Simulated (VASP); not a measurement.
A run of VASP 6.6.1 is set up as follows.

The input INCAR:

```
ALGO = Normal
EDIFF = 1E-7
ENCUT = 520
GGA = PE
ISIF = 2
ISMEAR = 0
LASPH = T
LCHARG = F
LREAL = F
LWAVE = F
NBANDS = 23
NELM = 80
PREC = Accurate
SIGMA = 0.1
```

File KPOINTS:

```
k-points
0
Gamma
  6 6 6
```

POSCAR

```
ZnS3
1.0
   -2.5544374744      2.5544374744      2.5544374744
    2.5544374744     -2.5544374744      2.5544374744
    2.5544374744      2.5544374744     -2.5544374744
Zn S
1 3
Direct
    0.0000000000      0.0000000000      0.0000000000
    0.0000000000      0.5000000000      0.5000000000
    0.5000000000      0.0000000000      0.5000000000
    0.5000000000      0.5000000000      0.0000000000
```

Potentials or basis: VASP PAW PBE potentials, release 64 (Zn, S).

The run is started by

```bash
$ cat potpaw_PBE.64/Zn/POTCAR potpaw_PBE.64/S/POTCAR > POTCAR
$ mpirun -np 1 vasp_std > vasp.out
```

**Question.** What does it give for the band gap on the k mesh?

**Answer.** Zero (bands 15 and 16 overlap by 2.21 eV).

**Question.** Predict the pressure.

**Answer.** -0.1 GPa.
